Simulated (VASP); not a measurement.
# Pt (P6_3/mmc) in VASP: relaxation of cell and atoms with PBEsol

Aim: the relaxation of cell and atoms of Pt with PBEsol.

All numbers are computed with VASP 6.6.1; they aren't measurements. Logs are shortened: lines on timing, memory, paths and dates and some standing lists are left out, and cuts for length are marked.

### 1 The cell of the first run

The structure is hexagonal, space group P6_3/mmc (No. 194). The conventional cell has a = 2.752 Å, b = 2.752 Å, c = 9.192 Å, α = 90.00°, β = 90.00°, γ = 120.00°. Pt (site symmetry -3m) has 12 Pt at 2.75 to 2.79 Å within 3.6 Å. Within 3.6 Å of Pt (site symmetry -6m2) lie 12 Pt at 2.75 to 2.79 Å.

### 2 Relaxation of cell and atoms, PBEsol

INCAR reads:

```
  PREC = Accurate
  ENCUT = 600
  EDIFF = 1E-6
  ISMEAR = 0
  SIGMA = 0.1
  LREAL = F
  LASPH = T
  NELM = 100
  ALGO = Fast
  ISIF = 3
  LWAVE = F
  LCHARG = F
  GGA = PS
  IBRION = 2
  NSW = 100
  EDIFFG = -0.01
```

KPOINTS reads:

```
regular mesh
0
Gamma
  21 21 6
```

POSCAR reads:

```
Pt
1.0
    2.7523282180      0.0000000000      0.0000000000
   -1.3761641090      2.3835861563      0.0000000000
    0.0000000000      0.0000000000      9.1919490243
Pt
4
Direct
    0.0000000000      0.0000000000      0.0000000000
    0.0000000000      0.0000000000      0.5000000000
    0.3333333333      0.6666666667      0.7500000000
    0.6666666667      0.3333333333      0.2500000000
```

Potentials or basis: VASP PAW PBE potentials, release 64 (Pt).

Command:

```console
$ cat potpaw_PBE.64/Pt/POTCAR > POTCAR
$ mpirun -np 1 vasp_std > vasp.out
```

OUTCAR:

```text
PREC = Accurate
   ENCUT = 600
   EDIFF = 1E-6
   ISMEAR = 0
   LREAL = F
   LASPH = T
   NELM = 100
   ISIF = 3
   GGA = PS
   IBRION = 2
   NSW = 100
   EDIFFG = -0.01

 ion  position               nearest neighbor table
   1  0.000  0.000  0.000-   3 2.79   4 2.79   3 2.79   4 2.79   4 2.79   3 2.79
   2  0.000  0.000  0.500-   3 2.79   4 2.79   3 2.79   4 2.79   4 2.79   3 2.79
   3  0.333  0.667  0.750-   1 2.79   2 2.79   1 2.79   2 2.79   1 2.79   2 2.79
   4  0.667  0.333  0.250-   1 2.79   2 2.79   1 2.79   2 2.79   1 2.79   2 2.79

  LATTYP: Found a hexagonal cell.
 ALAT       =     2.7523282180
 C/A-ratio  =     3.3396994458

  Lattice vectors:

 A1 = (   2.7523282180,   0.0000000000,   0.0000000000)
 A2 = (  -1.3761641090,   2.3835861563,   0.0000000000)
 A3 = (   0.0000000000,   0.0000000000,   9.1919490243)

Analysis of symmetry for initial positions (statically):
=====================================================================
 Subroutine PRICEL returns:
 Original cell was already a primitive cell.

 Routine SETGRP: Setting up the symmetry group for a
 hexagonal supercell.

 Subroutine GETGRP returns: Found 24 space group operations
 (whereof 12 operations were pure point group operations)
 out of a pool of 24 trial point group operations.

The static configuration has the point symmetry D_3d.
 The point group associated with its full space group is D_6h.

Analysis of symmetry for dynamics (positions and initial velocities):
=====================================================================
 Subroutine PRICEL returns:
 Original cell was already a primitive cell.

 Routine SETGRP: Setting up the symmetry group for a
 hexagonal supercell.

 Subroutine GETGRP returns: Found 24 space group operations
 (whereof 12 operations were pure point group operations)
 out of a pool of 24 trial point group operations.

The dynamic configuration has the point symmetry D_3d.
 The point group associated with its full space group is D_6h.

 Subroutine INISYM returns: Found 24 space group operations
 (whereof 12 operations are pure point group operations),
 and found     1 'primitive' translations

----------------------------------------------------------------------------------------

                                     Primitive cell

  volume of cell :      60.3030

  direct lattice vectors                    reciprocal lattice vectors
     2.752328218  0.000000000  0.000000000     0.363328761  0.209767958  0.000000000
    -1.376164109  2.383586156  0.000000000     0.000000000  0.419535915  0.000000000
     0.000000000  0.000000000  9.191949024     0.000000000  0.000000000  0.108790856

  length of vectors
     2.752328218  2.752328218  9.191949024     0.419535915  0.419535915  0.108790856

  position of ions in fractional coordinates (direct lattice)
     0.000000000  0.000000000  0.000000000
     0.000000000  0.000000000  0.500000000
     0.333333333  0.666666667  0.750000000
     0.666666667  0.333333333  0.250000000

  ion indices of the primitive-cell ions
   primitive index   ion index
                 1           1
                 2           2
                 3           3
                 4           4

----------------------------------------------------------------------------------------

 KPOINTS: regular mesh

Automatic generation of k-mesh.
 Grid dimensions read from file:
 generate k-points for:   21   21    6

 Generating k-lattice:

  Cartesian coordinates                     Fractional coordinates (reciprocal lattice)
     0.017301370  0.009988950  0.000000000     0.047619048  0.000000000  0.000000000
     0.000000000  0.019977901  0.000000000     0.000000000  0.047619048  0.000000000
     0.000000000  0.000000000  0.018131809     0.000000000  0.000000000  0.166666667

  Length of vectors
     0.019977901  0.019977901  0.018131809

  Shift w.r.t. Gamma in fractional coordinates (k-lattice)
     0.000000000  0.000000000  0.000000000

 Subroutine IBZKPT returns following result:
 ===========================================

 Found    192 irreducible k-points:

 Following reciprocal coordinates:
            Coordinates               Weight
  0.000000  0.000000  0.000000      1.000000
  0.047619  0.000000  0.000000      6.000000
  0.095238  0.000000  0.000000      6.000000
  0.142857  0.000000  0.000000      6.000000
  0.190476  0.000000  0.000000      6.000000
  0.238095  0.000000  0.000000      6.000000
[... 16 lines left out ...]
  0.142857  0.095238  0.000000     12.000000
  0.190476  0.095238  0.000000     12.000000
 [... further k-points ...]
   k-points           NKPTS =    192   k-points in BZ     NKDIM =    192   number of bands    NBANDS=     24
   number of dos      NEDOS =    301   number of ions     NIONS =      4
   total plane-waves  NPLWV =  46080
   dimension x,y,z NGX =    24 NGY =   24 NGZ =   80
   dimension x,y,z NGXF=    48 NGYF=   48 NGZF=  160
   ions per type =               4
   NGX,Y,Z   is equivalent  to a cutoff of  14.50, 14.50, 14.47 a.u.
   NGXF,Y,Z  is equivalent  to a cutoff of  28.99, 28.99, 28.94 a.u.
 SYSTEM =  unknown system
   PREC   = accura    normal or accurate (medium, high low for compatibility)
   ISTART =      0    job   : 0-new  1-cont  2-samecut
   ICHARG =      2    charge: 1-file 2-atom 10-const
   ISPIN  =      1    spin polarized calculation?
   LNONCOLLINEAR =      F non collinear calculations
   LSORBIT =      F    spin-orbit coupling
   LASPH  =      T    aspherical Exc in radial PAW
   ENCUT  =  600.0 eV  44.10 Ry    6.64 a.u.   5.50  5.50 18.36*2*pi/ulx,y,z
   NELM   =    100;   NELMIN=  2; NELMDL= -5     # of ELM steps
   EDIFF  = 0.1E-05   stopping-criterion for ELM
   LREAL  =      F    real-space projection
   EDIFFG = -.1E-01   stopping-criterion for IOM
   NSW    =    100    number of steps for IOM
   IBRION =      2    ionic relax: 0-MD 1-quasi-New 2-CG
   NFREE  =      1    steps in history (QN), initial steepest desc. (CG)
   ISIF   =      3    stress and relaxation
   ISYM   =      2    0-nonsym 1-usesym 2-fastsym
   POTIM  = 0.5000    time-step for ionic-motion
   TEBEG  =    0.0;   TEEND  =   0.0 temperature during run
   PSTRESS=    0.0 pullay stress
   NELECT =      40.0000    total number of electrons
   NUPDOWN=      -1.0000    fix difference up-down
   EMIN   =  10.00;   EMAX   =-10.00  energy-range for DOS
   EFERMI =   0.00;   METHOD = LEGACY
   ISMEAR =     0;   SIGMA  =   0.10  broadening in eV -4-tet -1-fermi 0-gaus
   EFERMI_NEDOS =   21; number of points for ismear=-14 and -15
   IALGO  =     68    algorithm
   IMIX   =      4    mixing-type and parameters
     AMIX     =   0.40;   BMIX     =  1.00
     AMIX_MAG =   1.60;   BMIX_MAG =  1.00
  volume/ion in A,a.u.               =      15.08       101.74
  Fermi-wavevector in a.u.,A,eV,Ry     =   1.427738  2.698034 27.734613  2.038437
  Thomas-Fermi vector in A             =   2.547875
   LORBIT       =      0    0 simple, 1 ext, 2 COOP (PROOUT), +10 PAW based schemes
   GGA     = PS    functional components
   LHFCALC =     F    Hartree Fock is set to
   AEXX    =    0.0000 exact exchange contribution
   IVDW    =     0    specifies the selected vdW correction
   LEPSILON=     F    determine dielectric tensor
   LRPA    =     F    only Hartree local field effects (RPA)
 conjugate gradient relaxation of ions
 non-spin polarized calculation
 RMM-DIIS sequential band-by-band and
 Gauss-broadening in eV      SIGMA  =   0.10
  energy-cutoff  :      600.00
  volume of cell :       60.30
 maximum number of plane-waves:      2059
 NGX is ok and might be reduce to    24
   NGX = 11   NGY = 11   NGZ = 37

--------------------------------------- Ionic step        1  -------------------------------------------

 number of electron      40.0000005 magnetization

 Free energy of the ion-electron system (eV)
  ---------------------------------------------------
  ext. energy  EPLUGINS =         0.00000000
  ---------------------------------------------------
  free energy    TOTEN  =       -27.73988778 eV

  energy without entropy =      -27.70038301  energy(sigma->0) =      -27.72013540

------------------------ aborting loop because EDIFF is reached ----------------------------------------

  FORCE on cell =-STRESS in cart. coord.  units (eV):
  Direction    XX          YY          ZZ          XY          YZ          ZX
  --------------------------------------------------------------------------------------
  -------------------------------------------------------------------------------------
  Total       -0.1737860     -0.1737860     -0.0382428      0.0000000      0.0000000      0.0000000
  in kB       -4.6172859     -4.6172859     -1.0160648      0.0000000      0.0000000      0.0000000
  external PRESSURE =      -3.4168789 kB  Pullay stress =       0.0000000 kB

 VOLUME and BASIS-vectors are now :
 -----------------------------------------------------------------------------
  energy-cutoff  :      600.00
  volume of cell :       60.30
      direct lattice vectors                 reciprocal lattice vectors
     2.752328218  0.000000000  0.000000000     0.363328761  0.209767958  0.000000000
    -1.376164109  2.383586156  0.000000000     0.000000000  0.419535915  0.000000000
     0.000000000  0.000000000  9.191949024     0.000000000  0.000000000  0.108790856
[... 77 lines left out ...]
 POSITION                                       TOTAL-FORCE (eV/Angst)
 -----------------------------------------------------------------------------------
     -1.37524      2.38199      0.00000         0.000000      0.000000     -0.000000
     -1.37524      2.38199      4.59530         0.000000     -0.000000     -0.000000
     -0.00000      1.58800      6.89295         0.000000      0.000000     -0.000000
      1.37524      0.79400      2.29765         0.000000     -0.000000      0.000000
 -----------------------------------------------------------------------------------
    total drift:                                0.000000      0.000000     -0.000000

  FREE ENERGIE OF THE ION-ELECTRON SYSTEM (eV)
  ---------------------------------------------------
  free  energy   TOTEN  =       -27.7400054458 eV

  energy  without entropy=      -27.7006672350  energy(sigma->0) =      -27.72033634

--------------------------------------- Ionic step        4  -------------------------------------------

 number of electron      40.0000005 magnetization

 Free energy of the ion-electron system (eV)
  ---------------------------------------------------
  ext. energy  EPLUGINS =         0.00000000
  ---------------------------------------------------
  free energy    TOTEN  =       -27.74006033 eV

  energy without entropy =      -27.70085740  energy(sigma->0) =      -27.72045886

 E-fermi :  11.1356     XC(G=0): -13.6368

 val. band max:       11.1353168600   @ k =   0.3333   0.2381   0.0000
 cond. band min:      11.1358147074   @ k =   0.1905   0.1429   0.1667
 fundamental gap:      0.0004978475
 Fermi energy:        11.1356026746

 k-point     1 :       0.0000    0.0000    0.0000
  band No.  band energies     occupation
      1       0.8127      2.00000
      2       2.7635      2.00000
      3       2.7741      2.00000
      4       3.6625      2.00000
      5       6.8737      2.00000
      6       6.9273      2.00000
[... 16 lines left out ...]
     23      11.0142      1.91403
     24      11.0142      1.91403
[... 598 lines left out ...]
      2       4.3543      2.00000
      3       4.3551      2.00000
      4       5.1413      2.00000
      5       5.9200      2.00000
      6       6.2073      2.00000
[... 16 lines left out ...]
     23      11.3981      0.00021
     24      16.2820      0.00000

 [... further k-points ...]
[... 5 lines left out ...]
  --------------------------------------------------------------------------------------
  -------------------------------------------------------------------------------------
  Total        0.0085044      0.0085044      0.0290908      0.0000000      0.0000000      0.0000000
  in kB        0.2262442      0.2262442      0.7739111      0.0000000      0.0000000      0.0000000
  external PRESSURE =       0.4087998 kB  Pullay stress =       0.0000000 kB

 VOLUME and BASIS-vectors are now :
 -----------------------------------------------------------------------------
  energy-cutoff  :      600.00
  volume of cell :       60.22
      direct lattice vectors                 reciprocal lattice vectors
     2.749513426  0.000000000  0.000000000     0.363700715  0.209982706 -0.000000000
    -1.374756713  2.381148475  0.000000000    -0.000000000  0.419965412  0.000000000
     0.000000000 -0.000000000  9.198834431     0.000000000  0.000000000  0.108709425

 POSITION                                       TOTAL-FORCE (eV/Angst)
 -----------------------------------------------------------------------------------
      2.74951     -0.00000      9.19883         0.000000      0.000000      0.000000
      2.74951      0.00000      4.59942         0.000000     -0.000000      0.000000
     -0.00000      1.58743      6.89913        -0.000000      0.000000      0.000000
      1.37476      0.79372      2.29971         0.000000     -0.000000     -0.000000
 -----------------------------------------------------------------------------------
    total drift:                                0.000000     -0.000000     -0.000000

  FREE ENERGIE OF THE ION-ELECTRON SYSTEM (eV)
  ---------------------------------------------------
  free  energy   TOTEN  =       -27.7400603263 eV

  energy  without entropy=      -27.7008574003  energy(sigma->0) =      -27.72045886

 reached required accuracy - stopping structural energy minimisation
```

Wall time 6 min (1 thread of Intel Xeon 6975P-C (Granite Rapids), shared host); peak memory 0.42 GiB.

Results:

* Free energy: -27.7401 eV
* Relaxed volume: 15.06 Å³/atom
* Relaxed cell: a = 2.750 Å, b = 2.750 Å, c = 9.199 Å, α = 90.00°, β = 90.00°, γ = 120.00°
* Space group after relaxing (to 0.05 Å): P6_3/mmc (No. 194)
* Energy gained by relaxing: 0.0 meV/atom
* Ionic steps: 4
* Pressure after relaxing: 0.0 GPa

Step by step:
| step | energy change (eV) | largest force (eV/Å) | pressure (GPa) | volume (Å³) |
| --- | --- | --- | --- | --- |
| 1 | 0.0000 | 0.0000 | -0.34 | 60.30 |
| 2 | 0.0005 | 0.0000 | 1.06 | 60.02 |
| 3 | -0.0001 | 0.0000 | 0.07 | 60.21 |
| 4 | -0.0002 | 0.0000 | 0.04 | 60.22 |

Final structure:
```
Pt
1.0
     2.74951    0.00000    0.00000
    -1.37476    2.38115    0.00000
     0.00000    0.00000    9.19883
Pt
4
Cartesian
  2.7495 0.0000 9.1988
  2.7495 0.0000 4.5994
  0.0000 1.5874 6.8991
  1.3748 0.7937 2.2997
```

Caveat: the bands computed are all filled at some k points, so no gap is given; the PAW data sets were made with another functional, which shifts forces and pressure a little; spin-orbit coupling is left out, which moves the levels of the heavy elements.
